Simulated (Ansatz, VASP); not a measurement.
## One calculation of Pd, two programs

File INCAR:

```
SYSTEM = Pd
  PREC = Accurate
  ENCUT = 500
  EDIFF = 1E-6
  ISMEAR = 0
  SIGMA = 0.1
  LREAL = .FALSE.
  LASPH = .TRUE.
  NELM = 120
  ALGO = Normal
  ISIF = 2
  LWAVE = .FALSE.
  LCHARG = .FALSE.
  GGA = PS
  NBANDS = 11
  GGA_COMPAT = .FALSE.
```

File KPOINTS:

```
regular mesh
0
G
  15 15 15
  0 0 0
```

POSCAR

```
Pd
1.0
    2.7402214766      0.0000000000      0.0000000000
   -1.3701107383      2.3731014107      0.0000000000
    1.3701107383      0.7910338036      2.2373814666
Pd
1
Direct
    0.0000000000      0.0000000000      0.0000000000
```

Input for Ansatz:

```yaml
crystal:
  lattice:
    - [2.7402214766, 0.0, 0.0]
    - [-1.3701107383, 2.3731014107, 0.0]
    - [1.3701107383, 0.7910338036, 2.2373814666]
  atoms:
    - { symbol: Pd, position: [0.0, 0.0, 0.0] }
basis:
  ecutwfc: 420
kpoints:
  mp_grid: { grid: [15, 15, 15] }
hamiltonian:
  xc: pbesol
scf:
  occupations: { method: gaussian, width: 0.1 }
output:
  forces: true
  stress: true
  eigenvalues: true
```

Alike in both runs: task single point; functional PBEsol; k mesh 15 × 15 × 15; occupations gaussian, width 0.1 eV; no spin polarisation.

|  | VASP | Ansatz |
| --- | --- | --- |
| version | VASP 6.6.1 | Ansatz 0.2.0 |
| potentials or method | VASP PAW PBE potentials, release 64 (Pd), cutoff 500 eV | scalar-relativistic, plane waves, PAW |
| valence electrons in the cell | 10 | 18 |

Ansatz gave:

| Item | Value |
| --- | --- |
| gap on the k mesh at the Fermi level (eV) | none |
| pressure (GPa) | -0.1 |

Q: What did VASP give for the same quantities?

A: gap on the k mesh at the Fermi level (eV): none; pressure (GPa): -0.4.

VASP's potentials were made for PBE, not for PBEsol. A gap of «none» marks a metal or a gap that the smearing closes. The functional is the same, so the differences come from potentials, cutoffs and numerics. VASP's potentials hold 10 valence electrons a cell and Ansatz's 18, so a difference there can come from the potentials and not from the codes.
